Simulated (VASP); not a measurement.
Here is a VASP 6.6.1 calculation.

Contents of POSCAR:

```
Nb
1.0
   -1.6588161900      1.6588161900      1.6588161900
    1.6588161900     -1.6588161900      1.6588161900
    1.6588161900      1.6588161900     -1.6588161900
Nb
1
Direct
    0.0000000000      0.0000000000      0.0000000000
```

INCAR.step1

```
PREC = Accurate
ENCUT = 600
ISMEAR = 0
SIGMA = 0.1
LREAL = False
LASPH = True
NELM = 60
GGA = PE
ALGO = Normal
EDIFF = 1E-4
LWAVE = True
LCHARG = False
```

Contents of INCAR.step2:

```
PREC = Accurate
ENCUT = 600
EDIFF = 1E-7
ISMEAR = 0
SIGMA = 0.1
LREAL = False
LASPH = True
NELM = 60
ALGO = Normal
ISIF = 3
LWAVE = False
LCHARG = False
METAGGA = R2SCAN
LMIXTAU = True
IBRION = 2
NSW = 100
EDIFFG = -0.002
ISTART = 1
```

File KPOINTS:

```
Automatic mesh
0
Gamma
  18 18 18
```

Potentials or basis: VASP PAW PBE potentials, release 64 (Nb_sv).

Launch:

```console
$ cat potpaw_PBE.64/Nb_sv/POTCAR > POTCAR
$ cp INCAR.step1 INCAR
$ mpirun -np 1 vasp_std > vasp.out
$ cp INCAR.step2 INCAR
$ mpirun -np 1 vasp_std > vasp.out
```

Q: What does it give for the space group after relaxing (to 0.05 Å)?

A: Im-3m (No. 229).

Q: Predict the relaxed volume.

A: 18.03 Å³/atom.

Q: Predict the relaxed cell.

A: a = 2.861 Å, b = 2.861 Å, c = 2.861 Å, α = 109.47°, β = 109.47°, γ = 109.47°.

Step by step:
| step | energy change (eV) | largest force (eV/Å) | pressure (GPa) | volume (Å³) |
| --- | --- | --- | --- | --- |
| 1 | 0.0000 | 0.0000 | -2.17 | 18.26 |
| 2 | 0.0038 | 0.0000 | 4.22 | 17.61 |
| 3 | -0.0016 | 0.0000 | -0.01 | 18.03 |

Caveat: the PAW data sets were made with another functional, which shifts forces and pressure a little.
